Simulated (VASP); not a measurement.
Input of a VASP 6.6.1 run:

Contents of INCAR:

```
SYSTEM = Li
ALGO = Normal
EDIFF = 1E-6
ENCUT = 520
GGA = PS
ISIF = 2
ISMEAR = 0
LASPH = .TRUE.
LCHARG = .TRUE.
LELF = .TRUE.
LREAL = .FALSE.
LVHAR = .TRUE.
LWAVE = .FALSE.
NBANDS = 12
NELM = 100
PREC = Accurate
SIGMA = 0.1
```

The input KPOINTS:

```
k-points
0
G
  15 15 15
  0 0 0
```

The input POSCAR:

```
Li
1.0
    1.5884086654      0.9170681705      8.2291319350
   -1.5884086654      0.9170681705      8.2291319350
    0.0000000000     -1.8341363412      8.2291319350
Li
3
Direct
    0.0000000000      0.0000000000      0.0000000000
    0.2273799704      0.2273799704      0.2273799704
    0.7726200296      0.7726200296      0.7726200296
```

Potentials or basis: VASP PAW PBE potentials, release 64 (Li_sv).

Run with:

```console
$ cat potpaw_PBE.64/Li_sv/POTCAR > POTCAR
$ mpirun -np 1 vasp_std > vasp.out
```

(1) Estimate the band gap on the k mesh.

(2) Predict the largest force.

Answers

(1) zero (an odd number of electrons rules out a gap without spin polarisation).

(2) 0.126 eV/Å.

Caveat: the cell differs from its parent crystal (strained and its atoms moved); the PAW data sets were made with another functional, which shifts forces and pressure a little.
